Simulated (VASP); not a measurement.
Runs of VASP 6.6.1 on Li2S. The structure is that of space group Fm-3m (No. 225), or close to it. The cells are those of the table. 

```csv
cell,gap on the mesh (eV),pressure (GPa)
"a = 3.982 Å, angles 60.0°, 3 atoms",3.19,0.5
"a = 3.941 Å, angles 60.0°, 3 atoms",3.17,2.0
"a = 4.102 Å, angles 60.0°, 3 atoms",3.25,-2.9
"a = 4.063 Å, angles 60.0°, 3 atoms",(c),-1.9
"a = 4.023 Å, angles 60.0°, 3 atoms",(b),(a)
```

Alike in all rows: task single point; level PBEsol; potentials or basis VASP PAW PBE potentials, release 64 (Li_sv, S); no spin polarisation; k mesh 6 × 6 × 6; cutoff (eV) 750; smearing gaussian 0.01 eV.

Question: Estimate the missing entries.

Answer: (a) -0.8; (b) 3.22; (c) 3.24.

Caveats: the PAW data sets were made with another functional, which shifts forces and pressure a little.

A k mesh can miss the band edges.
